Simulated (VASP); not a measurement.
Runs of VASP 6.6.1 on Ag. The structure is that of space group Fm-3m (No. 225), or close to it. The cells are those of the table. 

```csv
cell,gap on the mesh (eV),pressure (GPa)
"a = 2.902, b = 2.902, c = 4.104 Å, 2 atoms",none,0.2
"a = 2.859, b = 2.859, c = 4.189 Å, 2 atoms",none,1.3
"a = 2.859, b = 2.859, c = 4.141 Å, 2 atoms",none,(a)
"a = 2.815, b = 2.815, c = 4.279 Å, 2 atoms",none,2.5
```

Alike in all rows: task single point; level r2SCAN; potentials or basis VASP PAW PBE potentials, release 64 (Ag); no spin polarisation; k mesh 18 × 18 × 12; cutoff (eV) 520; smearing gaussian 0.1 eV.

Fill in the values left out.

(a) 2.6.

Caveats: the PAW data sets were made with another functional, which shifts forces and pressure a little.

A k mesh can miss the band edges, and the runs leave out spin-orbit coupling on Ag.

A gap of «none» marks levels without a gap at the run's occupations.
